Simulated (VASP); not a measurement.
Here is a VASP 6.6.1 calculation.

File INCAR:

```
PREC = Accurate ; ENCUT = 600
EDIFF = 1E-6 ; ISMEAR = 0
SIGMA = 0.05 ; LREAL = F
LASPH = T ; NELM = 80
ALGO = Normal ; ISIF = 4
LWAVE = F ; LCHARG = F
GGA = PS ; IBRION = 2
NSW = 60 ; EDIFFG = -0.01
```

KPOINTS

```
regular mesh
0
Gamma
  8 8 8
```

File POSCAR:

```
ZrPb2
1.0
    5.3775323514      0.0000000000      0.0000000000
   -2.6887661757      4.6570796260      0.0000000000
    0.0000000000      0.0000000000      3.1231328316
Zr Pb
1 2
Direct
    0.0000000000      0.0000000000      0.0000000000
    0.3333333333      0.6666666667      0.5000000000
    0.6666666667      0.3333333333      0.5000000000
```

Potentials or basis: VASP PAW PBE potentials, release 64 (Zr_sv, Pb_d).

Run with:

```console
$ cat potpaw_PBE.64/Zr_sv/POTCAR potpaw_PBE.64/Pb_d/POTCAR > POTCAR
$ mpirun -np 1 vasp_std > vasp.out
```

Q: What does it give for the band gap on the k mesh?

A: Zero (bands 20 and 21 overlap by 1.68 eV).

Final structure:
```
Zr Pb
1.0
     5.38073    0.00000    0.00000
    -2.69036    4.65985    0.00000
     0.00000    0.00000    3.11942
Zr Pb
1 2
Direct
  0.00000 0.00000 0.00000
  0.33333 0.66667 0.50000
  0.66667 0.33333 0.50000
```

Caveat: spin-orbit coupling is left out, which moves the levels of the heavy elements.
